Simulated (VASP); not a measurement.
**WC: single point with PBEsol**

WC:

```
CELL_PARAMETERS angstrom
2.90050 0.00000 0.00000
-1.45025 2.51191 0.00000
0.00000 0.00000 2.82900
ATOMIC_POSITIONS crystal
W 0.05768 0.04223 0.89396
C 0.66667 0.33333 0.50000
```

This cell differs from its parent crystal: atom 1 (W) moved by (+0.150, -0.300) A along [1 1 0] and z.

| Quantity | Value |
| --- | --- |
| Program | VASP 6.6.1 |
| Task | single point |
| Functional | PBEsol |
| Potentials or basis | VASP PAW PBE potentials, release 64 (W_sv, C) |
| Cutoff | 520 eV |
| k mesh | 18 × 18 × 16 |
| Occupations | methfessel-paxton, width 0.2 eV |
| Spin | no spin polarisation |
| Dipole correction | no |
| Further INCAR settings | ALGO = Normal; EDIFF = 1e-06; NBANDS = 16 |

| Property | Result |
| --- | --- |
| Pressure | 25.3 GPa |
| Largest force | 6.256 eV/Å |
| Band gap on the k mesh | zero (bands 9 and 10 overlap by 1.51 eV) |

Forces in eV/Å, atoms in the order of the input:
```
W   -2.549 -2.106  5.311
C    2.549  2.106 -5.311
```

Stress tensor (GPa, compression positive):
```
 33.76  10.45 -15.84
 10.45  13.77 -12.20
-15.84 -12.20  28.39
```

Levels at points of the mesh, in eV from the Fermi level:
```csv
k point,band 7,band 8,band 9,band 10,band 11,band 12
"(0.00, 0.00, 0.00)",-4.33,-3.98,1.18,2.23,3.01,5.43
"(0.50, 0.00, 0.00)",-4.33,-3.35,-1.30,3.04,3.99,4.21
"(0.00, 0.50, 0.00)",-4.64,-2.82,-1.39,2.89,4.29,4.67
"(0.50, 0.50, 0.00)",-4.66,-3.13,-1.09,2.88,4.14,4.62
"(0.00, 0.00, 0.50)",-3.87,-2.82,-0.68,-0.21,3.77,4.24
"(0.50, 0.00, 0.50)",-4.38,-3.67,-0.33,4.08,5.13,6.28
"(0.00, 0.50, 0.50)",-5.03,-4.33,0.48,3.91,5.11,5.94
"(0.50, 0.50, 0.50)",-4.81,-4.07,0.21,3.85,5.12,5.78
```

Wall time 17 min on 1 thread of AMD EPYC 7R43 64-Core Processor (Zen 3), on a shared host, peak memory 0.83 GiB.

Caveat: the cell differs from its parent crystal (atom 1 (W) moved by (+0.150, -0.300) A along [1 1 0] and z); the cell stands under pressure; the PAW data sets were made with another functional, which shifts forces and pressure a little; spin-orbit coupling is left out, which moves the levels of the heavy elements.
